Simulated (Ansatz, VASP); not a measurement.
## AlN in VASP and in Ansatz

File INCAR:

```
SYSTEM = AlN
PREC     = Accurate       ! precision mode
ENCUT    = 520            ! plane-wave cutoff, eV
EDIFF    = 1E-6           ! SCF threshold, eV
ISMEAR   = 0              ! smearing method
SIGMA    = 0.05           ! smearing width, eV
LREAL    = .False.        ! projectors in reciprocal space
LASPH    = .True.         ! aspherical terms in the spheres
NELM     = 100            ! most SCF steps
ALGO     = Normal         ! electronic algorithm
ISIF     = 2              ! what is computed and relaxed
LWAVE    = .False.        ! write WAVECAR
LCHARG   = .False.        ! write CHGCAR
GGA      = PS             ! functional
NBANDS   = 11             ! bands
```

Contents of KPOINTS:

```
Automatic mesh
0
Gamma
  10 10 10
  0 0 0
```

Contents of POSCAR:

```
AlN
1.0
    0.0000000000      2.1477739041      1.8256078185
    2.1477739041      0.0000000000      1.8256078185
    2.1477739041      2.1477739041      0.0000000000
Al N
1 1
Direct
    0.5000000000      0.5000000000      0.5000000000
    0.0000000000      0.0000000000      0.0000000000
```

Input for Ansatz:

```yaml
crystal:
  lattice:
    - [0.0, 2.1477739041, 1.8256078185]
    - [2.1477739041, 0.0, 1.8256078185]
    - [2.1477739041, 2.1477739041, 0.0]
  atoms:
    - { symbol: Al, position: [0.5, 0.5, 0.5] }
    - { symbol: "N", position: [0.0, 0.0, 0.0] }
basis:
  ecutwfc: 420
kpoints:
  mp_grid: { grid: [10, 10, 10] }
hamiltonian:
  xc: pbesol
scf:
  occupations: { method: gaussian, width: 0.05 }
output:
  forces: true
  stress: true
  eigenvalues: true
```

Alike in both runs: task single point; functional PBEsol; k mesh 10 × 10 × 10; occupations gaussian, width 0.05 eV; no spin polarisation.

|  | VASP | Ansatz |
| --- | --- | --- |
| version | VASP 6.6.1 | Ansatz 0.2.0 |
| potentials or method | VASP PAW PBE potentials, release 64 (Al, N), cutoff 520 eV | scalar-relativistic, plane waves, PAW |
| valence electrons in the cell | 8 | 8 |

VASP gave:

```
gap on the k mesh at the Fermi level (eV)                     : 3.68
least direct gap on the mesh (eV)                             : 4.66
pressure (GPa)                                                : 9.2
traceless stress, the component that is largest in VASP (GPa) : 40.48
```

**Question.** Which values does Ansatz return?

**Answer.** gap on the k mesh at the Fermi level (eV): 3.68; least direct gap on the mesh (eV): 4.64; pressure (GPa): 9.1; traceless stress, the component that is largest in VASP (GPa): 39.97.

VASP's potentials were made for PBE, not for PBEsol.
